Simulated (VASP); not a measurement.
A run of VASP 6.6.1 is set up as follows.

The input INCAR:

```
PREC     = Accurate       # precision mode
ENCUT    = 600            # plane-wave cutoff, eV
EDIFF    = 1E-7           # SCF threshold, eV
ISMEAR   = 0              # smearing method
SIGMA    = 0.1            # smearing width, eV
LREAL    = F              # projectors in reciprocal space
LASPH    = T              # aspherical terms in the spheres
NELM     = 80             # most SCF steps
ALGO     = Normal         # electronic algorithm
ISIF     = 3              # what is computed and relaxed
LWAVE    = F              # write WAVECAR
LCHARG   = F              # write CHGCAR
GGA      = PE             # functional
IBRION   = 2              # ionic algorithm
NSW      = 70             # ionic steps
EDIFFG   = -0.008         # ionic threshold
PSTRESS  = 100.0
```

KPOINTS

```
regular mesh
0
Gamma
  18 18 18
```

POSCAR

```
Pt
1.0
    0.0000000000      1.9605813273      1.9605813273
    1.9605813273      0.0000000000      1.9605813273
    1.9605813273      1.9605813273      0.0000000000
Pt
1
Direct
    0.0000000000      0.0000000000      0.0000000000
```

Potentials or basis: VASP PAW PBE potentials, release 64 (Pt).

Command:

```sh
$ cat potpaw_PBE.64/Pt/POTCAR > POTCAR
$ mpirun -np 1 vasp_std > vasp.out
```

Q: Estimate the relaxed cell.

A: a = 2.772 Å, b = 2.772 Å, c = 2.772 Å, α = 60.00°, β = 60.00°, γ = 60.00°.

Q: Estimate the relaxed volume.

A: 15.06 Å³/atom.

Q: Estimate the space group after relaxing (to 0.05 Å).

A: Fm-3m (No. 225).

Q: Estimate the band gap on the k mesh.

A: Zero (band 5 reaches 11.79 eV, above the bottom of band 6 at 9.55 eV).

Final structure:
```yaml
crystal:
  lattice:
    - [0.00000, 1.96003, 1.96003]
    - [1.96003, 0.00000, 1.96003]
    - [1.96003, 1.96003, 0.00000]
  atoms:
    - { symbol: Pt, position: [0.00000, 0.00000, 0.00000] }
```

Caveat: the cell is relaxed towards a set pressure, so the enthalpy falls and the energy may rise; spin-orbit coupling is left out, which moves the levels of the heavy elements.
